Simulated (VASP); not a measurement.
Wanted: the native input for a VASP 6.6.1 run.

```
Task                   : single point
Functional             : PBE
Potentials or basis    : VASP PAW PBE potentials, release 64 (Ba_sv, Te)
Cutoff                 : 520 eV
k mesh                 : 6 × 6 × 4
Occupations            : gaussian, width 0.01 eV
Spin                   : no spin polarisation
Dipole correction      : no
Further INCAR settings : ALGO = Normal; EDIFF = 1e-06; NBANDS = 24
```

The structure of BaTe lies in POSCAR:

```
BaTe
1.0
    4.8953716053      0.0000000000      0.0000000000
   -2.4476858027      4.2395161711      0.0000000000
    0.0000000000      0.0000000000      8.5840688924
Ba Te
2 2
Direct
    0.0000000000      0.0000000000      0.0000000000
    0.0000000000      0.0000000000      0.5000000000
    0.3333333333      0.6666666667      0.2500000000
    0.6666666667      0.3333333333      0.7500000000
```

These files were run (other wordings do the same):

INCAR

```
PREC = Accurate
ENCUT = 520
EDIFF = 1E-6
ISMEAR = 0
SIGMA = 0.01
LREAL = F
LASPH = T
NELM = 100
ALGO = Normal
ISIF = 2
LWAVE = F
LCHARG = F
GGA = PE
NBANDS = 24
```

KPOINTS

```
Automatic mesh
0
Gamma
  6 6 4
```

Potentials or basis: VASP PAW PBE potentials, release 64 (Ba_sv, Te).

Launch:

```console
$ cat potpaw_PBE.64/Ba_sv/POTCAR potpaw_PBE.64/Te/POTCAR > POTCAR
$ mpirun -np 1 vasp_std > vasp.out
```

Results of the run:

| Quantity | Value |
| --- | --- |
| Pressure | 0.4 GPa |
| Band gap on the k mesh | 1.67 eV, indirect (least direct gap 1.72 eV) |

Caveat: spin-orbit coupling is left out, which moves the levels of the heavy elements.

Run time: 50 s on 1 thread of Intel(R) Xeon(R) Platinum 8559C (Emerald Rapids) (shared host), peak memory 0.31 GiB.
